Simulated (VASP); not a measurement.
Here is a VASP 6.6.1 calculation.

File INCAR:

```
PREC = Accurate ; ENCUT = 520
EDIFF = 1E-6 ; ISMEAR = -1
SIGMA = 0.02 ; LREAL = False
LASPH = True ; NELM = 80
ALGO = Normal ; ISIF = 2
LWAVE = False ; LCHARG = False
GGA = CA ; NBANDS = 19
```

Contents of KPOINTS:

```
Automatic mesh
0
Gamma
  6 6 3
```

Contents of POSCAR:

```
TeAs
1.0
    4.7737347778      0.0000000000      0.0000000000
   -2.3868673889      4.1341755885      0.0000000000
    0.0000000000      0.0000000000      6.0953007872
Te As
2 2
Direct
    0.3333333333      0.6666666667     -0.0624964888
    0.6666666667      0.3333333333      0.4375035112
    0.3333333333      0.6666666667      0.4374964888
    0.6666666667      0.3333333333      0.9374964888
```

Potentials or basis: VASP PAW LDA potentials, release 64 (Te, As).

The run is started by

```console
$ cat potpaw_LDA.64/Te/POTCAR potpaw_LDA.64/As/POTCAR > POTCAR
$ mpirun -np 1 vasp_std > vasp.out
```

(1) Estimate the band gap on the k mesh.

(2) Estimate the pressure.

Answers

(1) zero (band 11 reaches 6.48 eV, above the bottom of band 12 at 4.55 eV).

(2) 0.2 GPa.

Caveat: spin-orbit coupling is left out, which moves the levels of the heavy elements.
